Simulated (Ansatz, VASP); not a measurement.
Two plane-wave programs on Na3LaO3

```xyz
7
Lattice="0.0000 -4.6442 0.0000 4.6442 0.0000 0.0000 -2.3221 2.3221 5.8083" Properties=species:S:1:pos:R:3 pbc="T T T"
Na    2.3221    0.0000    1.6812
Na    0.0000   -2.3221    1.6812
Na    2.3221   -2.3221    5.5051
La    0.0000    0.0000    4.5209
O     2.3221    0.0000    5.1814
O     0.0000   -2.3221    5.1814
O     0.0000    0.0000    2.2010
```

Alike in both runs: task single point; functional PBE; k mesh 4 × 4 × 4; occupations gaussian, width 0.1 eV; no spin polarisation.

|  | VASP | Ansatz |
| --- | --- | --- |
| version | VASP 6.6.1 | Ansatz 0.2.0 |
| potentials or method | VASP PAW PBE potentials, release 64 (Na_pv, La, O), cutoff 520 eV | scalar-relativistic, plane waves, PAW |
| valence electrons in the cell | 50 | 56 |

VASP gave:

```
gap on the k mesh at the Fermi level (eV) : 1.02
least direct gap on the mesh (eV)         : 1.15
pressure (GPa)                            : 0.0
rms of the force components (eV/Å)        : 0.009
```

Q: Which values does Ansatz return?

A: gap on the k mesh at the Fermi level (eV): 1.03; least direct gap on the mesh (eV): 1.16; pressure (GPa): 0.0; rms of the force components (eV/Å): 0.002.

Atom by atom the forces differ by 0.008 eV/Å (rms over components). VASP's potentials hold 50 valence electrons a cell and Ansatz's 56, so a difference there can come from the potentials and not from the codes.

Neither program's run includes spin-orbit coupling.
